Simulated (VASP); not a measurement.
# P (Pm-3n) in VASP: single point with LDA

Aim: the single point of P with LDA.

Program: VASP 6.6.1. These are calculated values, not measurements. Logs are shortened: lines on timing, memory, paths and dates and some standing lists are left out, and cuts for length are marked.

## Step 1: The cell of the first run

The structure is cubic, space group Pm-3n (No. 223). The conventional cell has a = 4.822 Å, b = 4.822 Å, c = 4.822 Å, α = 90.00°, β = 90.00°, γ = 90.00°. P (site symmetry m-3) has 12 P at 2.70 Å within 3.6 Å. Within 3.2 Å of P (site symmetry -4m2) lie 14 P at 2.41 to 2.95 Å.

## Step 2: Single point, LDA

Input file INCAR:

```
SYSTEM = P
PREC = Accurate ; ENCUT = 520
EDIFF = 1E-7 ; ISMEAR = -1
SIGMA = 0.1 ; LREAL = .False.
LASPH = .True. ; NELM = 100
ALGO = Normal ; ISIF = 2
LWAVE = .False. ; LCHARG = .False.
NBANDS = 30
```

Input file KPOINTS:

```
regular mesh
0
Gamma
  7 7 7
  0 0 0
```

Input file POSCAR:

```
P
1.0
    4.8217718453      0.0000000000      0.0000000000
    0.0000000000      4.8217718453      0.0000000000
    0.0000000000      0.0000000000      4.8217718453
P
8
Direct
    1.0000000000      0.0000000000      0.0000000000
    0.5000000000      0.5000000000      0.5000000000
    0.2500000000      0.0000000000      0.5000000000
    0.7500000000      0.0000000000      0.5000000000
    0.5000000000      0.2500000000      1.0000000000
    0.5000000000      0.7500000000      1.0000000000
    1.0000000000      0.5000000000      0.2500000000
    0.0000000000      0.5000000000      0.7500000000
```

Potentials or basis: VASP PAW LDA potentials, release 64 (P).

Launch:

```
$ cat potpaw_LDA.64/P/POTCAR > POTCAR
$ mpirun -np 1 vasp_std > vasp.out
```

OUTCAR:

```text
SYSTEM = P
   PREC = Accurate
   ENCUT = 520
   EDIFF = 1E-7
   ISMEAR = -1
   LREAL = .False.
   LASPH = .True.
   NELM = 100
   ISIF = 2

 ion  position               nearest neighbor table
   1  0.000  0.000  0.000-   3 2.70   4 2.70   5 2.70   6 2.70   7 2.70   8 2.70   3 2.70   4 2.70
                             7 2.70   8 2.70   5 2.70   6 2.70
   2  0.500  0.500  0.500-   3 2.70   4 2.70   5 2.70   6 2.70   7 2.70   8 2.70   5 2.70   6 2.70
                             3 2.70   4 2.70   7 2.70   8 2.70
   3  0.250  0.000  0.500-   4 2.41   4 2.41   1 2.70   1 2.70   2 2.70   2 2.70   8 2.95   5 2.95
                             5 2.95   6 2.95   6 2.95   7 2.95   8 2.95   7 2.95
   4  0.750  0.000  0.500-   3 2.41   3 2.41   1 2.70   1 2.70   2 2.70   2 2.70   8 2.95   5 2.95
                             5 2.95   6 2.95   6 2.95   7 2.95   8 2.95   7 2.95
   5  0.500  0.250  0.000-   6 2.41   6 2.41   1 2.70   2 2.70   2 2.70   1 2.70   8 2.95   4 2.95
                             3 2.95   4 2.95   3 2.95   7 2.95   7 2.95   8 2.95
   6  0.500  0.750  0.000-   5 2.41   5 2.41   1 2.70   2 2.70   2 2.70   1 2.70   8 2.95   4 2.95
                             3 2.95   4 2.95   3 2.95   7 2.95   7 2.95   8 2.95
   7  0.000  0.500  0.250-   8 2.41   8 2.41   1 2.70   2 2.70   1 2.70   2 2.70   3 2.95   4 2.95
                             5 2.95   3 2.95   4 2.95   6 2.95   5 2.95   6 2.95
   8  0.000  0.500  0.750-   7 2.41   7 2.41   1 2.70   2 2.70   1 2.70   2 2.70   3 2.95   4 2.95
                             5 2.95   3 2.95   4 2.95   6 2.95   5 2.95   6 2.95

  LATTYP: Found a simple cubic cell.
 ALAT       =     4.8217718453

  Lattice vectors:

 A1 = (   4.8217718453,   0.0000000000,   0.0000000000)
 A2 = (   0.0000000000,   4.8217718453,   0.0000000000)
 A3 = (   0.0000000000,   0.0000000000,   4.8217718453)

Analysis of symmetry for initial positions (statically):
=====================================================================
 Subroutine PRICEL returns:
 Original cell was already a primitive cell.

 Routine SETGRP: Setting up the symmetry group for a
 simple cubic supercell.

 Subroutine GETGRP returns: Found 48 space group operations
 (whereof 24 operations were pure point group operations)
 out of a pool of 48 trial point group operations.

The static configuration has the point symmetry T_h .
 The point group associated with its full space group is O_h .

Analysis of symmetry for dynamics (positions and initial velocities):
=====================================================================
 Subroutine PRICEL returns:
 Original cell was already a primitive cell.

 Routine SETGRP: Setting up the symmetry group for a
 simple cubic supercell.

 Subroutine GETGRP returns: Found 48 space group operations
 (whereof 24 operations were pure point group operations)
[... 122 lines left out ...]
   NUPDOWN=      -1.0000    fix difference up-down
   EMIN   =  10.00;   EMAX   =-10.00  energy-range for DOS
   EFERMI =   0.00;   METHOD = LEGACY
   ISMEAR =    -1;   SIGMA  =   0.10  broadening in eV -4-tet -1-fermi 0-gaus
   EFERMI_NEDOS =   21; number of points for ismear=-14 and -15
   IALGO  =     38    algorithm
   IMIX   =      4    mixing-type and parameters
     AMIX     =   0.40;   BMIX     =  1.00
     AMIX_MAG =   1.60;   BMIX_MAG =  1.00
  volume/ion in A,a.u.               =      14.01        94.56
  Fermi-wavevector in a.u.,A,eV,Ry     =   1.161150  2.194255 18.344305  1.348268
  Thomas-Fermi vector in A             =   2.297725
   LORBIT       =      0    0 simple, 1 ext, 2 COOP (PROOUT), +10 PAW based schemes
   GGA     = CA    functional components
   LHFCALC =     F    Hartree Fock is set to
   AEXX    =    0.0000 exact exchange contribution
   IVDW    =     0    specifies the selected vdW correction
   LEPSILON=     F    determine dielectric tensor
   LRPA    =     F    only Hartree local field effects (RPA)
 non-spin polarized calculation
  energy-cutoff  :      520.00
  volume of cell :      112.10
 maximum number of plane-waves:      3044
 NGX is ok and might be reduce to    36
   NGX = 17   NGY = 17   NGZ = 17

 number of electron      39.9999978 magnetization

 Free energy of the ion-electron system (eV)
  ---------------------------------------------------
  ext. energy  EPLUGINS =         0.00000000
  ---------------------------------------------------
  free energy    TOTEN  =       -42.28948553 eV

  energy without entropy =      -42.12860784  energy(sigma->0) =      -42.20904668

 E-fermi :  10.2834     XC(G=0): -11.6992

 val. band max:       10.2689185794   @ k =   0.4286   0.4286   0.2857
 cond. band min:      10.2877110808   @ k =   0.2857   0.1429   0.0000
 fundamental gap:      0.0187925014
 Fermi energy:        10.2833881626

 k-point     1 :       0.0000    0.0000    0.0000
  band No.  band energies     occupation
      1      -6.4506      2.00000
      2      -1.4950      2.00000
      3      -1.4950      2.00000
      4      -1.2965      2.00000
      5       0.4485      2.00000
      6       0.4485      2.00000
[... 649 lines left out ...]
     29      11.4250      0.00002
     30      11.9557      0.00000

------------------------ aborting loop because EDIFF is reached ----------------------------------------

  FORCE on cell =-STRESS in cart. coord.  units (eV):
  Direction    XX          YY          ZZ          XY          YZ          ZX
  --------------------------------------------------------------------------------------
  -------------------------------------------------------------------------------------
  Total        0.1925287      0.1925287      0.1925287      0.0000000      0.0000000      0.0000000
  in kB        2.7516055      2.7516055      2.7516055      0.0000000      0.0000000      0.0000000
  external PRESSURE =       2.7516055 kB  Pullay stress =       0.0000000 kB

 VOLUME and BASIS-vectors are now :
 -----------------------------------------------------------------------------
  energy-cutoff  :      520.00
  volume of cell :      112.10
      direct lattice vectors                 reciprocal lattice vectors
     4.821771845  0.000000000  0.000000000     0.207392642  0.000000000  0.000000000
     0.000000000  4.821771845  0.000000000     0.000000000  0.207392642  0.000000000
     0.000000000  0.000000000  4.821771845     0.000000000  0.000000000  0.207392642

 POSITION                                       TOTAL-FORCE (eV/Angst)
 -----------------------------------------------------------------------------------
      0.00000      0.00000      0.00000         0.000000      0.000000     -0.000000
      2.41089      2.41089      2.41089         0.000000      0.000000     -0.000000
      1.20544      0.00000      2.41089        -0.000000      0.000000      0.000000
      3.61633      0.00000      2.41089         0.000000     -0.000000      0.000000
      2.41089      1.20544      0.00000        -0.000000     -0.000000     -0.000000
      2.41089      3.61633      0.00000         0.000000      0.000000      0.000000
      0.00000      2.41089      1.20544         0.000000     -0.000000      0.000000
      0.00000      2.41089      3.61633        -0.000000     -0.000000     -0.000000
 -----------------------------------------------------------------------------------
    total drift:                               -0.000000      0.000000     -0.000000

  FREE ENERGIE OF THE ION-ELECTRON SYSTEM (eV)
  ---------------------------------------------------
  free  energy   TOTEN  =       -42.2894855251 eV

  energy  without entropy=      -42.1286078355  energy(sigma->0) =      -42.20904668
```

stdout:

```text
POSCAR found type information on POSCAR P
 POSCAR found :  1 types and       8 ions
 scaLAPACK will be used
 LDA part: xc-table for (Slater(with rela. corr.)+CA(PZ))
 , standard interpolation
 POSCAR, INCAR and KPOINTS ok, starting setup
 FFT: planning ... GRIDC
 FFT: planning ... GRID_SOFT
 FFT: planning ... GRID
 WAVECAR not read
 entering main loop
```

It took 26 s on 1 thread of Intel Xeon Platinum 8488C (Sapphire Rapids), shared host; peak memory 0.18 GiB.

Results:

```
Free energy            : -42.2895 eV
Pressure               : 0.3 GPa
Band gap on the k mesh : zero (band 20 reaches 10.77 eV, above the bottom of band 21 at 9.38 eV)
```

Levels at points of the mesh, in eV from the Fermi level:
```csv
k point,band 18,band 19,band 20,band 21,band 22,band 23
"(0.00, 0.00, 0.00)",-2.82,-2.82,-2.28,0.99,0.99,0.99
```
